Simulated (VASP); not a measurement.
# ZnSe (F-43m) in VASP: vibrations by perturbation theory with PBEsol

Aim: the vibrations by perturbation theory of ZnSe with PBEsol.

All numbers are computed with VASP 6.6.1; they aren't measurements. Logs are shortened: lines on timing, memory, paths and dates and some standing lists are left out, and cuts for length are marked.

**1. The cell of the first run**

The structure is cubic, space group F-43m (No. 216). Conventional cell: a = 5.633 Å, b = 5.633 Å, c = 5.633 Å, α = 90.00°, β = 90.00°, γ = 90.00°. Zn (site symmetry -43m) has 4 Se at 2.44 Å within 3.2 Å. Within 3.2 Å of Se (site symmetry -43m) lie 4 Zn at 2.44 Å.

**2. Vibrations by perturbation theory, PBEsol**

Input file INCAR:

```
SYSTEM = ZnSe
PREC = Accurate ; ENCUT = 520
EDIFF = 1E-8 ; ISMEAR = 0
SIGMA = 0.01 ; LREAL = .FALSE.
LASPH = .TRUE. ; NELM = 100
ALGO = Normal ; ISIF = 2
LWAVE = .FALSE. ; LCHARG = .TRUE.
GGA = PS ; IBRION = 8
NSW = 1 ; LEPSILON = .TRUE.
```

Input file KPOINTS:

```
Automatic mesh
0
G
  6 6 6
  0 0 0
```

Input file POSCAR:

```
ZnSe
1.0
    0.0000000000      2.8166236589      2.8166236589
    2.8166236589      0.0000000000      2.8166236589
    2.8166236589      2.8166236589      0.0000000000
Zn Se
1 1
Direct
    0.0000000000      0.0000000000      0.0000000000
    0.7500000000      0.7500000000      0.7500000000
```

Potentials or basis: VASP PAW PBE potentials, release 64 (Zn, Se).

Launch:

```bash
> cat potpaw_PBE.64/Zn/POTCAR potpaw_PBE.64/Se/POTCAR > POTCAR
> mpirun -np 1 vasp_std > vasp.out
```

OUTCAR:

```text
SYSTEM = ZnSe
   PREC = Accurate
   ENCUT = 520
   EDIFF = 1E-8
   ISMEAR = 0
   LREAL = .FALSE.
   LASPH = .TRUE.
   NELM = 100
   ISIF = 2
   GGA = PS
   IBRION = 8
   NSW = 1
   LEPSILON = .TRUE.

 ion  position               nearest neighbor table
   1  0.000  0.000  0.000-   2 2.44   2 2.44   2 2.44   2 2.44
   2  0.750  0.750  0.750-   1 2.44   1 2.44   1 2.44   1 2.44

  LATTYP: Found a face centered cubic cell.
 ALAT       =     5.6332473178

  Lattice vectors:

 A1 = (   0.0000000000,   2.8166236589,   2.8166236589)
 A2 = (   2.8166236589,   0.0000000000,   2.8166236589)
 A3 = (   2.8166236589,   2.8166236589,   0.0000000000)

Analysis of symmetry for initial positions (statically):
=====================================================================
 Subroutine PRICEL returns:
 Original cell was already a primitive cell.

 Routine SETGRP: Setting up the symmetry group for a
 face centered cubic supercell.

 Subroutine GETGRP returns: Found 24 space group operations
 (whereof 24 operations were pure point group operations)
 out of a pool of 48 trial point group operations.

The static configuration has the point symmetry T_d .

Analysis of symmetry for dynamics (positions and initial velocities):
=====================================================================
 Subroutine PRICEL returns:
 Original cell was already a primitive cell.

 Routine SETGRP: Setting up the symmetry group for a
 face centered cubic supercell.

 Subroutine GETGRP returns: Found 24 space group operations
 (whereof 24 operations were pure point group operations)
 out of a pool of 48 trial point group operations.

The dynamic configuration has the point symmetry T_d .

 Subroutine INISYM returns: Found 24 space group operations
 (whereof 24 operations are pure point group operations),
 and found     1 'primitive' translations

----------------------------------------------------------------------------------------

                                     Primitive cell

  volume of cell :      44.6906

  direct lattice vectors                    reciprocal lattice vectors
     0.000000000  2.816623659  2.816623659    -0.177517503  0.177517503  0.177517503
     2.816623659  0.000000000  2.816623659     0.177517503 -0.177517503  0.177517503
     2.816623659  2.816623659  0.000000000     0.177517503  0.177517503 -0.177517503

  length of vectors
     3.983307379  3.983307379  3.983307379     0.307469335  0.307469335  0.307469335

  position of ions in fractional coordinates (direct lattice)
     0.000000000  0.000000000  0.000000000
     0.750000000  0.750000000  0.750000000

  ion indices of the primitive-cell ions
   primitive index   ion index
                 1           1
                 2           2

----------------------------------------------------------------------------------------

 KPOINTS: Automatic mesh

Automatic generation of k-mesh.
 Grid dimensions read from file:
 generate k-points for:    6    6    6

 Generating k-lattice:

  Cartesian coordinates                     Fractional coordinates (reciprocal lattice)
[... 393 lines left out ...]

 Free energy of the ion-electron system (eV)
  ---------------------------------------------------
  ---------------------------------------------------
  free energy    TOTEN  =        -1.10737456 eV

  energy without entropy =       -1.10737456

------------------------ aborting loop because EDIFF is reached ----------------------------------------

--------------------------------------- Ionic step        2  -------------------------------------------

------------------------ aborting loop because EDIFF is reached ----------------------------------------

--------------------------------------- Ionic step        3  -------------------------------------------

------------------------ aborting loop because EDIFF is reached ----------------------------------------

 PIEZOELECTRIC TENSOR FIELD DIRECTION 3  (e Angst)
 -----------------------------------------------------------------------------
    -0.00065  2.10540  0.00000           (  0.00000 -0.04125  0.00000)
     2.10540 -0.00065  0.00000           ( -0.04125  0.00000  0.00000)
     0.00000  0.00000 -0.00014           (  0.00000  0.00000 -0.00000)

 PIEZOELECTRIC TENSOR FIELD DIRECTION 3  (C/m^2)
 -----------------------------------------------------------------------------
    -0.00023  0.75479  0.00000
     0.75479 -0.00023  0.00000
     0.00000  0.00000 -0.00005

--------------------------------------- Ionic step        4  -------------------------------------------

------------------------ aborting loop because EDIFF is reached ----------------------------------------

[... ionic steps 5 to 6 ...]

--------------------------------------- Ionic step        7  -------------------------------------------

 Free energy of the ion-electron system (eV)
  ---------------------------------------------------
  ---------------------------------------------------
  free energy    TOTEN  =        -0.08226411 eV

  energy without entropy =       -0.08226411

------------------------ aborting loop because EDIFF is reached ----------------------------------------

 INTERNAL STRAIN TENSOR  FOR ION    2  DIRECTION 1   (eV/Angst):
 -----------------------------------------------------------------------------
    -0.02758  0.00000  0.00000
     0.00000  0.02358  5.64743
     0.00000  5.64743  0.02358

 MACROSCOPIC STATIC DIELECTRIC TENSOR (including local field effects in DFT)
 ------------------------------------------------------
           9.425829    -0.000000     0.000000
          -0.000000     9.425829     0.000000
           0.000000     0.000000     9.425829
 ------------------------------------------------------

 PIEZOELECTRIC TENSOR (including local field effects)  for field in x, y, z        (e  Angst)
          XX          YY          ZZ          XY          YZ          ZX
  --------------------------------------------------------------------------------
  x     0.00000     0.00000    -0.00000     0.00000     2.13058     0.00000
  y     0.00000    -0.00000    -0.00000     0.00000     0.00000     2.13058
  z     0.00000    -0.00000     0.00000     2.13058     0.00000     0.00000

 PIEZOELECTRIC TENSOR (including local field effects)  for field in x, y, z        (C/m^2)
          XX          YY          ZZ          XY          YZ          ZX
  --------------------------------------------------------------------------------
  x     0.00000     0.00000    -0.00000     0.00000     0.76382     0.00000
  y     0.00000    -0.00000    -0.00000     0.00000     0.00000     0.76382
  z     0.00000    -0.00000     0.00000     0.76382     0.00000     0.00000

 BORN EFFECTIVE CHARGES (including local field effects) (in |e|, cummulative output)
 ---------------------------------------------------------------------------------
 ion    1
    1     2.16806    -0.00000     0.00000
    2     0.00000     2.16806     0.00000
    3    -0.00000     0.00000     2.16806
 ion    2
    1    -2.16806     0.00000     0.00000
    2     0.00000    -2.16806    -0.00000
    3     0.00000    -0.00000    -2.16806

 INTERNAL STRAIN TENSOR FOR ION    2 for displacements in x,y,z  (eV/Angst):
          X           Y           Z          XY          YZ          ZX
  --------------------------------------------------------------------------------
  x    -0.00000     0.00000     0.00000     0.00000     5.64743     0.00000
  y     0.00000    -0.00000     0.00000     0.00000     0.00000     5.64743
  z     0.00000     0.00000    -0.00000     5.64743     0.00000     0.00000

 SECOND DERIVATIVES (NOT SYMMETRIZED)
 ------------------------------------
               1X          1Y          1Z          2X          2Y          2Z
  1X    -5.796451    0.000000    0.000000    5.796451    0.000000    0.000000
  1Y     0.000000   -5.796451    0.000000    0.000000    5.796451    0.000000
  1Z     0.000000    0.000000   -5.796451    0.000000    0.000000    5.796451
  2X     5.823672    0.000000    0.000000   -5.823672    0.000000    0.000000
  2Y     0.000000    5.823672    0.000000    0.000000   -5.823672    0.000000
  2Z     0.000000    0.000000    5.823672    0.000000    0.000000   -5.823672

 Eigenvectors and eigenvalues of the dynamical matrix
 ----------------------------------------------------

   1 f  =    6.300032 THz    39.584266 2PiTHz  210.146432 cm-1    26.054825 meV
             X         Y         Z           dx          dy          dz
      0.000000  0.000000  0.000000    -0.738812    0.000000    0.000000
      4.224935  4.224935  4.224935     0.673912    0.000000    0.000000
[... 21 lines left out ...]
   6 f/i=    0.007348 THz     0.046170 2PiTHz    0.245110 cm-1     0.030390 meV
             X         Y         Z           dx          dy          dz
      0.000000  0.000000  0.000000     0.000000   -0.430547   -0.518447
      4.224935  4.224935  4.224935     0.000000   -0.472010   -0.568374

--------------------------------------------------------------------------------------------------------

 MACROSCOPIC STATIC DIELECTRIC TENSOR IONIC CONTRIBUTION
 ------------------------------------------------------
           3.275750     0.000000     0.000000
           0.000000     3.275750     0.000000
           0.000000     0.000000     3.275750
 ------------------------------------------------------

 ELASTIC MODULI CONTR FROM IONIC RELAXATION (kBar)
 Direction    XX          YY          ZZ          XY          YZ          ZX
 --------------------------------------------------------------------------------
 XX          -0.0000     -0.0000     -0.0000     -0.0000      0.0000     -0.0000
 YY          -0.0000     -0.0000     -0.0000     -0.0000      0.0000      0.0000
 ZZ          -0.0000     -0.0000     -0.0000      0.0000      0.0000     -0.0000
 XY          -0.0000     -0.0000      0.0000   -197.3330     -0.0000     -0.0000
 YZ           0.0000      0.0000      0.0000     -0.0000   -197.3330     -0.0000
 ZX          -0.0000      0.0000     -0.0000     -0.0000     -0.0000   -197.3330
 --------------------------------------------------------------------------------

 PIEZOELECTRIC TENSOR IONIC CONTR  for field in x, y, z        (C/m^2)
          XX          YY          ZZ          XY          YZ          ZX
  --------------------------------------------------------------------------------
  x     0.00000     0.00000     0.00000    -0.00000    -0.75653    -0.00000
  y    -0.00000     0.00000    -0.00000    -0.00000    -0.00000    -0.75653
  z    -0.00000    -0.00000     0.00000    -0.75653    -0.00000    -0.00000
```

It took 3.9 min on 1 thread of AMD EPYC 7R13 (Zen 3), shared host; peak memory 0.2 GiB.

What came out:

- Electronic dielectric tensor (diagonal): 9.43
- Born charges (mean of the diagonal): Zn +2.17; Se -2.17 e
- Highest phonon frequency at Γ, LO-TO splitting left out: 210 cm⁻¹

Phonon frequencies in cm⁻¹ (negative: imaginary):
| q point | frequencies |
| --- | --- |
| (0.000, 0.000, 0.000) | 0 0 0 210 210 210 |

Electronic dielectric tensor:
```
9.43 0.00 0.00
0.00 9.43 0.00
0.00 0.00 9.43
```

Born effective charge tensors (e):
atom 1, Zn
```
2.17 0.00 0.00
0.00 2.17 0.00
0.00 0.00 2.17
```
atom 2, Se
```
-2.17  0.00  0.00
 0.00 -2.17  0.00
 0.00  0.00 -2.17
```
